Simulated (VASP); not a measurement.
# Ta3AlN4 (Pm-3m) in VASP: further runs

The runs below take Ta3AlN4 through single point, relaxation of cell and atoms, with PBE.

Everything below comes from runs of VASP 6.6.1. Logs are shortened: lines on timing, memory, paths and dates and some standing lists are left out, and cuts for length are marked.

## Step 1: The cell of the first run

It takes space group Pm-3m (No. 221, cubic). The conventional cell has a = 4.381 Å, b = 4.381 Å, c = 4.381 Å, α = 90.00°, β = 90.00°, γ = 90.00°. Within 2.9 Å of Ta (site symmetry 4/mmm) lie 6 N at 2.19 Å. Within 2.9 Å of Al (site symmetry m-3m) lie 6 N at 2.19 Å. N (site symmetry 4/mmm) has 4 Ta at 2.19 Å and 2 Al at 2.19 Å within 2.9 Å. N (site symmetry m-3m) has 6 Ta at 2.19 Å within 2.9 Å.

## Step 2: Single point, PBE

Contents of INCAR:

```
SYSTEM = Ta3AlN4
PREC = Accurate
ENCUT = 520
EDIFF = 1E-7
ISMEAR = 0
SIGMA = 0.1
LREAL = .False.
LASPH = .True.
NELM = 80
ALGO = Normal
ISIF = 2
LWAVE = .False.
LCHARG = .True.
GGA = PE
LELF = .True.
LVHAR = .True.
NBANDS = 38
```

Contents of KPOINTS:

```
regular mesh
0
Gamma
  4 4 4
  0 0 0
```

Contents of POSCAR:

```
Ta3AlN4
1.0
    4.3808721872      0.0000000000      0.0000000000
    0.0000000000      4.3808721872      0.0000000000
    0.0000000000      0.0000000000      4.3808721872
Ta Al N
3 1 4
Direct
    0.0000000000      0.0000000000      0.5000000000
    0.5000000000      0.0000000000      0.0000000000
    0.0000000000      0.5000000000      0.0000000000
    0.5000000000      0.5000000000      0.5000000000
    0.5000000000      0.5000000000      0.0000000000
    0.0000000000      0.5000000000      0.5000000000
    0.5000000000      0.0000000000      0.5000000000
    0.0000000000      0.0000000000      0.0000000000
```

Potentials or basis: VASP PAW PBE potentials, release 64 (Ta_pv, Al, N).

The run is started by

```
> cat potpaw_PBE.64/Ta_pv/POTCAR potpaw_PBE.64/Al/POTCAR potpaw_PBE.64/N/POTCAR > POTCAR
> mpirun -np 1 vasp_std > vasp.out
```

OUTCAR:

```text
SYSTEM = Ta3AlN4
   PREC = Accurate
   ENCUT = 520
   EDIFF = 1E-7
   ISMEAR = 0
   LREAL = .False.
   LASPH = .True.
   NELM = 80
   ISIF = 2
   GGA = PE

 ion  position               nearest neighbor table
   1  0.000  0.000  0.500-   6 2.19   7 2.19   8 2.19   8 2.19   6 2.19   7 2.19   2 3.10   3 3.10
                             2 3.10   3 3.10   4 3.10   3 3.10   3 3.10   2 3.10   4 3.10   4 3.10
   2  0.500  0.000  0.000-   5 2.19   7 2.19   8 2.19   7 2.19   5 2.19   8 2.19   1 3.10   4 3.10
                             1 3.10   3 3.10   4 3.10   3 3.10   4 3.10   1 3.10   3 3.10   4 3.10
   3  0.000  0.500  0.000-   5 2.19   6 2.19   8 2.19   6 2.19   8 2.19   5 2.19   1 3.10   4 3.10
                             1 3.10   1 3.10   2 3.10   2 3.10   1 3.10   2 3.10   4 3.10   4 3.10
   4  0.500  0.500  0.500-   5 2.19   6 2.19   7 2.19   5 2.19   7 2.19   6 2.19   2 3.10   3 3.10
                             1 3.10   1 3.10   2 3.10   2 3.10   2 3.10   1 3.10   3 3.10   3 3.10
   5  0.500  0.500  0.000-   2 2.19   3 2.19   4 2.19   4 2.19   2 2.19   3 2.19
   6  0.000  0.500  0.500-   1 2.19   3 2.19   4 2.19   3 2.19   1 2.19   4 2.19
   7  0.500  0.000  0.500-   1 2.19   2 2.19   4 2.19   2 2.19   4 2.19   1 2.19
   8  0.000  0.000  0.000-   1 2.19   2 2.19   3 2.19   1 2.19   3 2.19   2 2.19

  LATTYP: Found a simple cubic cell.
 ALAT       =     4.3808721872

  Lattice vectors:

 A1 = (   4.3808721872,   0.0000000000,   0.0000000000)
 A2 = (   0.0000000000,   4.3808721872,   0.0000000000)
 A3 = (   0.0000000000,   0.0000000000,   4.3808721872)

Analysis of symmetry for initial positions (statically):
=====================================================================
 Subroutine PRICEL returns:
 Original cell was already a primitive cell.

 Routine SETGRP: Setting up the symmetry group for a
 simple cubic supercell.

 Subroutine GETGRP returns: Found 48 space group operations
 (whereof 48 operations were pure point group operations)
 out of a pool of 48 trial point group operations.

The static configuration has the point symmetry O_h .

Analysis of symmetry for dynamics (positions and initial velocities):
=====================================================================
 Subroutine PRICEL returns:
 Original cell was already a primitive cell.

 Routine SETGRP: Setting up the symmetry group for a
 simple cubic supercell.

 Subroutine GETGRP returns: Found 48 space group operations
 (whereof 48 operations were pure point group operations)
 out of a pool of 48 trial point group operations.

The dynamic configuration has the point symmetry O_h .

 Subroutine INISYM returns: Found 48 space group operations
 (whereof 48 operations are pure point group operations),
[... 102 lines left out ...]
   TEBEG  =    0.0;   TEEND  =   0.0 temperature during run
   PSTRESS=    0.0 pullay stress
   NELECT =      56.0000    total number of electrons
   NUPDOWN=      -1.0000    fix difference up-down
   EMIN   =  10.00;   EMAX   =-10.00  energy-range for DOS
   EFERMI =   0.00;   METHOD = LEGACY
   ISMEAR =     0;   SIGMA  =   0.10  broadening in eV -4-tet -1-fermi 0-gaus
   EFERMI_NEDOS =   21; number of points for ismear=-14 and -15
   IALGO  =     38    algorithm
   IMIX   =      4    mixing-type and parameters
     AMIX     =   0.40;   BMIX     =  1.00
     AMIX_MAG =   1.60;   BMIX_MAG =  1.00
  volume/ion in A,a.u.               =      10.51        70.92
  Fermi-wavevector in a.u.,A,eV,Ry     =   1.429696  2.701733 27.810711  2.044030
  Thomas-Fermi vector in A             =   2.549621
   LORBIT       =      0    0 simple, 1 ext, 2 COOP (PROOUT), +10 PAW based schemes
   GGA     = PE    functional components
   LHFCALC =     F    Hartree Fock is set to
   AEXX    =    0.0000 exact exchange contribution
   IVDW    =     0    specifies the selected vdW correction
   LEPSILON=     F    determine dielectric tensor
   LRPA    =     F    only Hartree local field effects (RPA)
 non-spin polarized calculation
 Gauss-broadening in eV      SIGMA  =   0.10
  energy-cutoff  :      520.00
  volume of cell :       84.08
 maximum number of plane-waves:      2301
 NGX is ok and might be reduce to    36
   NGX = 17   NGY = 17   NGZ = 17

 number of electron      56.0000005 magnetization

 Free energy of the ion-electron system (eV)
  ---------------------------------------------------
  ext. energy  EPLUGINS =         0.00000000
  ---------------------------------------------------
  free energy    TOTEN  =       -78.22752033 eV

  energy without entropy =      -78.19820853  energy(sigma->0) =      -78.21286443

 E-fermi :  10.0210     XC(G=0): -12.9534

 val. band max:        9.8914252672   @ k =   0.2500   0.2500   0.0000
 cond. band min:      10.0535625093   @ k =   0.5000   0.2500   0.0000
 fundamental gap:      0.1621372421
 Fermi energy:        10.0210057012

 k-point     1 :       0.0000    0.0000    0.0000
  band No.  band energies     occupation
      1     -26.6645      2.00000
      2     -26.6645      2.00000
      3     -26.6645      2.00000
      4     -26.2163      2.00000
      5     -26.2163      2.00000
      6     -26.2163      2.00000
[... 399 lines left out ...]
     37      12.1889      0.00000
     38      13.9949      0.00000

------------------------ aborting loop because EDIFF is reached ----------------------------------------

  FORCE on cell =-STRESS in cart. coord.  units (eV):
  Direction    XX          YY          ZZ          XY          YZ          ZX
  --------------------------------------------------------------------------------------
  -------------------------------------------------------------------------------------
  Total        0.2918578      0.2918578      0.2918578     -0.0000000     -0.0000000     -0.0000000
  in kB        5.5616054      5.5616054      5.5616054     -0.0000000     -0.0000000     -0.0000000
  external PRESSURE =       5.5616054 kB  Pullay stress =       0.0000000 kB

 VOLUME and BASIS-vectors are now :
 -----------------------------------------------------------------------------
  energy-cutoff  :      520.00
  volume of cell :       84.08
      direct lattice vectors                 reciprocal lattice vectors
     4.380872187  0.000000000  0.000000000     0.228265048  0.000000000  0.000000000
     0.000000000  4.380872187  0.000000000     0.000000000  0.228265048  0.000000000
     0.000000000  0.000000000  4.380872187     0.000000000  0.000000000  0.228265048

 POSITION                                       TOTAL-FORCE (eV/Angst)
 -----------------------------------------------------------------------------------
      0.00000      0.00000      2.19044         0.000000      0.000000      0.000000
      2.19044      0.00000      0.00000         0.000000      0.000000      0.000000
      0.00000      2.19044      0.00000         0.000000      0.000000      0.000000
      2.19044      2.19044      2.19044         0.000000      0.000000      0.000000
      2.19044      2.19044      0.00000         0.000000      0.000000      0.000000
      0.00000      2.19044      2.19044         0.000000      0.000000      0.000000
      2.19044      0.00000      2.19044         0.000000      0.000000      0.000000
      0.00000      0.00000      0.00000         0.000000      0.000000      0.000000
 -----------------------------------------------------------------------------------
    total drift:                                0.000000     -0.000000     -0.000000

  FREE ENERGIE OF THE ION-ELECTRON SYSTEM (eV)
  ---------------------------------------------------
  free  energy   TOTEN  =       -78.2275203301 eV

  energy  without entropy=      -78.1982085284  energy(sigma->0) =      -78.21286443
```

Run time: 72 s. Hardware: 1 thread of Intel Xeon 8259CL, shared host; peak memory 0.21 GiB.

Results:

```yaml
Free_energy: -78.2275 eV
Pressure: 0.6 GPa
Band_gap_on_the_k_mesh: zero (bands 28 and 29 overlap by 3.14 eV)
```

Caveat: spin-orbit coupling is left out, which moves the levels of the heavy elements.

## Step 3: Relaxation of cell and atoms, PBE

This run uses another cell than the first one, of 13.38 Å³/atom.

Contents of INCAR:

```
SYSTEM = Ta3AlN4
PREC = Accurate ; ENCUT = 600
EDIFF = 1E-6 ; ISMEAR = 0
SIGMA = 0.1 ; LREAL = .FALSE.
LASPH = .TRUE. ; NELM = 100
ALGO = Normal ; ISIF = 3
LWAVE = .FALSE. ; LCHARG = .FALSE.
GGA = PE ; IBRION = 2
NSW = 90 ; EDIFFG = -0.04
```

Contents of KPOINTS:

```
Automatic mesh
0
G
  4 4 4
  0 0 0
```

POSCAR, as its differences from that of step 2:

```diff
@@ -2,5 +2,5 @@
 1.0
-    4.3808721872      0.0000000000      0.0000000000
-    0.0000000000      4.3808721872      0.0000000000
-    0.0000000000      0.0000000000      4.3808721872
+    4.7479522600      0.0000000000      0.0000000000
+    0.0000000000      4.7479522600      0.0000000000
+    0.0000000000      0.0000000000      4.7479522600
 Ta Al N
```

Potentials or basis: VASP PAW PBE potentials, release 64 (Ta_pv, Al, N).

The run is started by

```
> cat potpaw_PBE.64/Ta_pv/POTCAR potpaw_PBE.64/Al/POTCAR potpaw_PBE.64/N/POTCAR > POTCAR
> mpirun -np 1 vasp_std > vasp.out
```

Wall time 5.6 min (1 thread of Intel Xeon 8259CL, shared host); peak memory 0.27 GiB.

Results (log left out):

* Free energy: -78.2696 eV
* Relaxed volume: 10.53 Å³/atom
* Relaxed cell: a = 4.383 Å, b = 4.383 Å, c = 4.383 Å, α = 90.00°, β = 90.00°, γ = 90.00°
* Space group after relaxing (to 0.1 Å): Pm-3m (No. 221)
* Pressure after relaxing: 0.0 GPa
* Band gap on the k mesh: zero (bands 28 and 29 overlap by 3.14 eV)

Final structure:
```
CELL_PARAMETERS angstrom
4.38311 0.00000 0.00000
0.00000 4.38311 0.00000
0.00000 0.00000 4.38311
ATOMIC_POSITIONS crystal
Ta 0.00000 0.00000 0.50000
Ta 0.50000 0.00000 0.00000
Ta 0.00000 0.50000 0.00000
Al 0.50000 0.50000 0.50000
N 0.50000 0.50000 0.00000
N 0.00000 0.50000 0.50000
N 0.50000 0.00000 0.50000
N 0.00000 0.00000 0.00000
```

Levels at points of the mesh, in eV from the Fermi level:
```tsv
k point	band 26	band 27	band 28	band 29	band 30	band 31
(0.00, 0.00, 0.00)	-3.83	-3.83	-3.83	-1.17	-0.89	-0.89
(0.50, 0.00, 0.00)	-4.35	-2.07	-0.21	-0.21	0.22	0.22
(0.50, 0.50, 0.00)	0.17	0.35	0.41	0.41	0.54	0.91
(0.50, 0.50, 0.50)	1.39	1.68	1.68	1.68	1.75	1.75
```

Caveat: the volume moved by over 15 % at a fixed basis, so the end points are rough; spin-orbit coupling is left out, which moves the levels of the heavy elements.

[end of part 1 of 2]

The gap in the log of VASP goes by the Fermi energy; the results here count the filled bands.